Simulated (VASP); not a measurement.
# CaB6 (P4mm) in VASP: single point with PBE

Aim: the single point of CaB6 with PBE.

Program: VASP 6.6.1. These are calculated values, not measurements. Logs are shortened: lines on timing, memory, paths and dates and some standing lists are left out, and cuts for length are marked.

### 1 The cell of the first run

The structure is tetragonal, space group P4mm (No. 99). Conventional cell: a = 4.488 Å, b = 4.488 Å, c = 4.854 Å, α = 90.00°, β = 90.00°, γ = 90.00°. Within 3.6 Å of Ca (site symmetry 4mm) lie 16 B at 2.71 to 3.31 Å. Within 2.2 Å of B (site symmetry m) lie 4 B at 1.63 to 1.72 Å. B (site symmetry 2mm) has 4 B at 1.63 Å within 2.2 Å.

### 2 Single point, PBE

Contents of INCAR:

```
SYSTEM = CaB6
ALGO     = Normal         ! electronic algorithm
EDIFF    = 1E-6           ! SCF threshold, eV
ENCUT    = 520            ! plane-wave cutoff, eV
GGA      = PE             ! functional
ISIF     = 2              ! what is computed and relaxed
ISMEAR   = 0              ! smearing method
LASPH    = .TRUE.         ! aspherical terms in the spheres
LCHARG   = .FALSE.        ! write CHGCAR
LREAL    = .FALSE.        ! projectors in reciprocal space
LWAVE    = .FALSE.        ! write WAVECAR
NBANDS   = 23             ! bands
NELM     = 100            ! most SCF steps
PREC     = Accurate       ! precision mode
SIGMA    = 0.2            ! smearing width, eV
```

Contents of KPOINTS:

```
k-points
0
G
  4 4 4
  0 0 0
```

Contents of POSCAR:

```
CaB6
1.0
    4.4879810962      0.0000000000      0.0000000000
    0.0000000000      4.4879810962      0.0000000000
    0.0000000000      0.0000000000      4.8541515471
Ca B
1 6
Direct
    0.0000000000      0.0000000000      0.0560460367
    0.8079000590      0.8078903107      0.5557436232
    0.1920999410      0.1921096893      0.5557436232
    0.1921096893      0.8079000590      0.5557436232
    0.8078903107      0.1920999410      0.5557436232
    0.0000000000      0.5000000000      0.5547706052
    0.5000000000      0.0000000000      0.5547706052
```

Potentials or basis: VASP PAW PBE potentials, release 64 (Ca_sv, B).

Run with:

```sh
$ cat potpaw_PBE.64/Ca_sv/POTCAR potpaw_PBE.64/B/POTCAR > POTCAR
$ mpirun -np 1 vasp_std > vasp.out
```

OUTCAR:

```text
SYSTEM = CaB6
   EDIFF = 1E-6
   ENCUT = 520
   GGA = PE
   ISIF = 2
   ISMEAR = 0
   LASPH = .TRUE.
   LREAL = .FALSE.
   NELM = 100
   PREC = Accurate

 ion  position               nearest neighbor table
   1  0.000  0.000  0.056-
   2  0.808  0.808  0.556-   6 1.63   7 1.63   4 1.72   5 1.72
   3  0.192  0.192  0.556-   6 1.63   7 1.63   4 1.72   5 1.72
   4  0.192  0.808  0.556-   7 1.63   6 1.63   2 1.72   3 1.72
   5  0.808  0.192  0.556-   7 1.63   6 1.63   2 1.72   3 1.72
   6  0.000  0.500  0.555-   2 1.63   3 1.63   4 1.63   5 1.63
   7  0.500  0.000  0.555-   4 1.63   5 1.63   2 1.63   3 1.63

  LATTYP: Found a simple tetragonal cell.
 ALAT       =     4.4879810962
 C/A-ratio  =     1.0815891251

  Lattice vectors:

 A1 = (   4.4879810962,   0.0000000000,   0.0000000000)
 A2 = (   0.0000000000,   4.4879810962,   0.0000000000)
 A3 = (   0.0000000000,   0.0000000000,   4.8541515471)

Analysis of symmetry for initial positions (statically):
=====================================================================
 Subroutine PRICEL returns:
 Original cell was already a primitive cell.

 Routine SETGRP: Setting up the symmetry group for a
 simple tetragonal supercell.

 Subroutine GETGRP returns: Found  8 space group operations
 (whereof  8 operations were pure point group operations)
 out of a pool of 16 trial point group operations.

The static configuration has the point symmetry C_4v.

Analysis of symmetry for dynamics (positions and initial velocities):
=====================================================================
 Subroutine PRICEL returns:
 Original cell was already a primitive cell.

 Routine SETGRP: Setting up the symmetry group for a
 simple tetragonal supercell.

 Subroutine GETGRP returns: Found  8 space group operations
 (whereof  8 operations were pure point group operations)
 out of a pool of 16 trial point group operations.

The dynamic configuration has the point symmetry C_4v.

 Subroutine INISYM returns: Found  8 space group operations
 (whereof  8 operations are pure point group operations),
 and found     1 'primitive' translations

----------------------------------------------------------------------------------------

                                     Primitive cell

  volume of cell :      97.7722

  direct lattice vectors                    reciprocal lattice vectors
     4.487981096  0.000000000  0.000000000     0.222817338  0.000000000  0.000000000
     0.000000000  4.487981096  0.000000000     0.000000000  0.222817338  0.000000000
     0.000000000  0.000000000  4.854151547     0.000000000  0.000000000  0.206009225

[... 93 lines left out ...]
   ISYM   =      2    0-nonsym 1-usesym 2-fastsym
   POTIM  = 0.5000    time-step for ionic-motion
   TEBEG  =    0.0;   TEEND  =   0.0 temperature during run
   PSTRESS=    0.0 pullay stress
   NELECT =      28.0000    total number of electrons
   NUPDOWN=      -1.0000    fix difference up-down
   EMIN   =  10.00;   EMAX   =-10.00  energy-range for DOS
   EFERMI =   0.00;   METHOD = LEGACY
   ISMEAR =     0;   SIGMA  =   0.20  broadening in eV -4-tet -1-fermi 0-gaus
   EFERMI_NEDOS =   21; number of points for ismear=-14 and -15
   IALGO  =     38    algorithm
   IMIX   =      4    mixing-type and parameters
     AMIX     =   0.40;   BMIX     =  1.00
     AMIX_MAG =   1.60;   BMIX_MAG =  1.00
  volume/ion in A,a.u.               =      13.97        94.26
  Fermi-wavevector in a.u.,A,eV,Ry     =   1.079085  2.039175 15.842961  1.164425
  Thomas-Fermi vector in A             =   2.215041
   LORBIT       =      0    0 simple, 1 ext, 2 COOP (PROOUT), +10 PAW based schemes
   GGA     = PE    functional components
   LHFCALC =     F    Hartree Fock is set to
   AEXX    =    0.0000 exact exchange contribution
   IVDW    =     0    specifies the selected vdW correction
   LEPSILON=     F    determine dielectric tensor
   LRPA    =     F    only Hartree local field effects (RPA)
 non-spin polarized calculation
 Gauss-broadening in eV      SIGMA  =   0.20
  energy-cutoff  :      520.00
  volume of cell :       97.77
 maximum number of plane-waves:      2656
 NGX is ok and might be reduce to    36
   NGX = 17   NGY = 17   NGZ = 19

 number of electron      28.0000000 magnetization

 Free energy of the ion-electron system (eV)
  ---------------------------------------------------
  ext. energy  EPLUGINS =         0.00000000
  ---------------------------------------------------
  free energy    TOTEN  =       -40.09693210 eV

  energy without entropy =      -40.07669622  energy(sigma->0) =      -40.08681416

 E-fermi :   3.6451     XC(G=0):  -8.7645

 val. band max:        3.5086623130   @ k =   0.0000   0.0000   0.5000
 cond. band min:       3.7109621680   @ k =   0.0000   0.0000   0.0000
 fundamental gap:      0.2022998551
 Fermi energy:         3.6450860205

 k-point     1 :       0.0000    0.0000    0.0000
  band No.  band energies     occupation
      1     -38.0481      2.00000
      2     -19.1616      2.00000
      3     -19.1616      2.00000
      4     -19.0481      2.00000
      5     -10.9625      2.00000
      6      -6.6936      2.00000
[... 457 lines left out ...]
     22       8.7181      0.00000
     23       8.9856      0.00000

------------------------ aborting loop because EDIFF is reached ----------------------------------------

  FORCE on cell =-STRESS in cart. coord.  units (eV):
  Direction    XX          YY          ZZ          XY          YZ          ZX
  --------------------------------------------------------------------------------------
  -------------------------------------------------------------------------------------
  Total       -0.2395801     -0.2395801      0.1494713      0.0000000     -0.0000000      0.0000000
  in kB       -3.9259606     -3.9259606      2.4493624      0.0000000     -0.0000000      0.0000000
  external PRESSURE =      -1.8008530 kB  Pullay stress =       0.0000000 kB

 VOLUME and BASIS-vectors are now :
 -----------------------------------------------------------------------------
  energy-cutoff  :      520.00
  volume of cell :       97.77
      direct lattice vectors                 reciprocal lattice vectors
     4.487981096  0.000000000  0.000000000     0.222817338  0.000000000  0.000000000
     0.000000000  4.487981096  0.000000000     0.000000000  0.222817338  0.000000000
     0.000000000  0.000000000  4.854151547     0.000000000  0.000000000  0.206009225

 POSITION                                       TOTAL-FORCE (eV/Angst)
 -----------------------------------------------------------------------------------
      0.00000      0.00000      0.27206         0.000000     -0.000000     -0.022088
      3.62584      3.62580      2.69766        -0.000846     -0.000846      0.000573
      0.86214      0.86218      2.69766         0.000846      0.000846      0.000573
      0.86218      3.62584      2.69766         0.000846     -0.000846      0.000573
      3.62580      0.86214      2.69766        -0.000846      0.000846      0.000573
      0.00000      2.24399      2.69294         0.000000     -0.000000      0.009897
      2.24399      0.00000      2.69294        -0.000000     -0.000000      0.009897
 -----------------------------------------------------------------------------------
    total drift:                               -0.000000      0.000000     -0.000039

  FREE ENERGIE OF THE ION-ELECTRON SYSTEM (eV)
  ---------------------------------------------------
  free  energy   TOTEN  =       -40.0969321042 eV

  energy  without entropy=      -40.0766962194  energy(sigma->0) =      -40.08681416
```

OSZICAR:

```text
N       E                     dE             d eps       ncg     rms          rms(c)
DAV:   1     0.151790783889E+03    0.15179E+03   -0.12283E+04   828   0.109E+03
DAV:   2    -0.348377311445E+02   -0.18663E+03   -0.17860E+03  1009   0.275E+02
DAV:   3    -0.450821447039E+02   -0.10244E+02   -0.10111E+02  1432   0.563E+01
DAV:   4    -0.453208482618E+02   -0.23870E+00   -0.23778E+00  1197   0.683E+00
DAV:   5    -0.453266242830E+02   -0.57760E-02   -0.57748E-02  1222   0.949E-01    0.940E+00
DAV:   6    -0.411573762304E+02    0.41692E+01   -0.48201E+00  1062   0.925E+00    0.505E+00
DAV:   7    -0.400676068285E+02    0.10898E+01   -0.41497E+00  1072   0.808E+00    0.134E+00
DAV:   8    -0.400934473968E+02   -0.25841E-01   -0.40188E-01  1098   0.354E+00    0.556E-01
DAV:   9    -0.400924954199E+02    0.95198E-03   -0.28485E-02  1111   0.846E-01    0.214E-01
DAV:  10    -0.400956817934E+02   -0.31864E-02   -0.15911E-02  1184   0.680E-01    0.102E-01
DAV:  11    -0.400962795662E+02   -0.59777E-03   -0.14267E-03  1103   0.219E-01    0.658E-02
DAV:  12    -0.400969180646E+02   -0.63850E-03   -0.12278E-03   994   0.143E-01    0.156E-02
DAV:  13    -0.400969237217E+02   -0.56571E-05   -0.23581E-05  1252   0.233E-02    0.925E-03
DAV:  14    -0.400969317808E+02   -0.80591E-05   -0.19554E-05  1010   0.184E-02    0.162E-03
DAV:  15    -0.400969321042E+02   -0.32335E-06   -0.57978E-07   941   0.398E-03
   1 F= -.40096932E+02 E0= -.40086814E+02  d E =-.202359E-01
```

It took 19 s on 1 thread of Intel Xeon 6975P-C (Granite Rapids), shared host; peak memory 0.21 GiB.

What came out:

```yaml
Free_energy: -40.0969 eV
Pressure: -0.2 GPa
Largest_force: 0.022 eV/Å
Band_gap_on_the_k_mesh: zero (band 14 reaches 4.04 eV, above the bottom of band 15 at 3.09 eV)
```

Forces in eV/Å, atoms in the order of the input:
```
Ca   0.000  0.000 -0.022
B   -0.001 -0.001  0.001
B    0.001  0.001  0.001
B    0.001 -0.001  0.001
B   -0.001  0.001  0.001
B    0.000  0.000  0.010
B    0.000  0.000  0.010
```

Levels at points of the mesh, in eV from the Fermi level:
| k point | band 11 | band 12 | band 13 | band 14 | band 15 | band 16 | band 17 | band 18 |
| --- | --- | --- | --- | --- | --- | --- | --- | --- |
| (0.00, 0.00, 0.00) | -4.41 | -4.41 | -1.02 | -1.02 | 0.07 | 0.07 | 0.18 | 2.00 |
| (0.50, 0.00, 0.00) | -4.87 | -4.39 | -3.97 | -0.70 | 1.30 | 1.83 | 2.51 | 2.64 |
| (0.50, 0.50, 0.00) | -3.70 | -3.31 | -2.32 | -1.10 | 0.76 | 0.76 | 2.03 | 2.05 |
| (0.00, 0.00, 0.50) | -4.38 | -4.38 | -1.01 | -0.14 | -0.14 | 0.38 | 0.40 | 2.52 |
| (0.50, 0.00, 0.50) | -4.95 | -4.24 | -4.02 | 0.39 | 0.44 | 1.43 | 1.55 | 2.38 |
| (0.50, 0.50, 0.50) | -3.62 | -3.62 | -2.17 | -1.09 | -0.19 | 0.83 | 0.83 | 2.33 |
